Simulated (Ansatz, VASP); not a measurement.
**One calculation of HfN, two programs**

```
CELL_PARAMETERS angstrom
0.00000 2.27389 2.27389
2.27389 0.00000 2.27389
2.27389 2.27389 0.00000
ATOMIC_POSITIONS crystal
Hf 0.00000 0.00000 0.00000
N 0.50000 0.50000 0.50000
```

Alike in both runs: functional PBE; k mesh 17 × 17 × 17; occupations tetrahedron; collinear spin.

Ansatz relaxed the structure, and its values are those at the end. VASP's run is a single point on that final structure, the one shown.

|  | VASP | Ansatz |
| --- | --- | --- |
| version | VASP 6.6.1 | Ansatz 0.2.0 |
| potentials or method | VASP PAW PBE potentials, release 64 (Hf_pv, N) | PAW with Ansatz's default frozen-core files, scalar-relativistic |
| plane-wave cutoff (eV) | 520 | 420 |
| valence electrons in the cell | 15 | 31 |

```csv
,VASP,Ansatz,Ansatz less VASP
gap on the k mesh at the Fermi level (eV),none,none,-
pressure (GPa),-2.3,0.0,+2.34
net moment per atom (μB),0.00,0.00,0.000
```

A gap of «none» marks a metal or a gap that the smearing closes. VASP's potentials hold 15 valence electrons a cell and Ansatz's 31, so a difference there can come from the potentials and not from the codes. Ansatz's warnings: band table not solved further, forces under tetrahedra, no starting moments, tetrahedron derivatives may miss energy slope.

Spin-orbit coupling is off throughout.
